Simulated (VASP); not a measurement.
Runs of VASP 6.6.1 on RbBr. The structure is that of space group Pm-3m (No. 221), or close to it. The cells are those of the table. 

```csv
cell,gap on the mesh (eV),pressure (GPa)
"a = 4.126, b = 4.126, c = 3.961 Å, 2 atoms",4.07,1.6
"a = 3.796 Å, 2 atoms",5.14,8.9
"a = 4.291 Å, 2 atoms",3.72,-0.8
"a = 4.126, b = 4.126, c = 4.291 Å, 2 atoms",3.88,0.2
"a = 4.291, b = 4.291, c = 4.456 Å, 2 atoms",(a),-1.1
"a = 4.456, b = 4.456, c = 4.291 Å, 2 atoms",3.42,-1.4
"a = 4.291, b = 4.291, c = 4.126 Å, 2 atoms",3.71,-0.3
"a = 3.961 Å, 2 atoms",4.55,(b)
"a = 3.796, b = 3.796, c = 3.961 Å, 2 atoms",4.76,6.9
"a = 3.961, b = 3.961, c = 4.126 Å, 2 atoms",4.28,2.6
"a = 3.961, b = 3.961, c = 3.796 Å, 2 atoms",4.54,5.2
"a = 4.456 Å, 2 atoms",3.43,-1.6
```

Alike in all rows: task single point; level PBE; potentials or basis VASP PAW PBE potentials, release 64 (Rb_sv, Br); no spin polarisation; k mesh 6 × 6 × 6; cutoff (eV) 520; smearing gaussian 0.05 eV.

**Question.** Fill in the values left out.

**Answer.** (a) 3.56; (b) 3.8.

A k mesh can miss the band edges, and the runs leave out spin-orbit coupling on Br, Rb.
